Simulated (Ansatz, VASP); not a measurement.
# One calculation of SnO, two programs

```
Sn O
1.0
     3.82015    0.00030    0.00000
    -0.00031    3.82015    0.00000
     0.00000    0.00000   22.22608
Sn O
4 4
Direct
  0.99995 0.99995 0.20246
  0.49995 0.49995 0.30878
  0.74995 0.74995 0.52025
  0.24995 0.24995 0.62656
  0.99995 0.49995 0.25562
  0.49995 0.99995 0.25562
  0.74995 0.24995 0.57341
  0.24995 0.74995 0.57341
```

Alike in both runs: task single point; functional PBE; dispersion D3(BJ); k mesh 7 × 7 × 1; occupations gaussian, width 0.05 eV; no spin polarisation.

```csv
,VASP,Ansatz
version,VASP 6.6.1,Ansatz 0.2.0
potentials or method,"VASP PAW PBE potentials, release 64 (Sn_d, O), cutoff 520 eV","scalar-relativistic, plane waves, PAW"
valence electrons in the cell,80,80
```

Ansatz gave:

| Item | Value |
| --- | --- |
| gap on the k mesh at the Fermi level (eV) | 2.69 |
| least direct gap on the mesh (eV) | 2.71 |
| rms of the force components (eV/Å) | 0.015 |

Problem. What did VASP give for the same quantities?

Solution. gap on the k mesh at the Fermi level (eV): 2.65; least direct gap on the mesh (eV): 2.67; rms of the force components (eV/Å): 0.049.
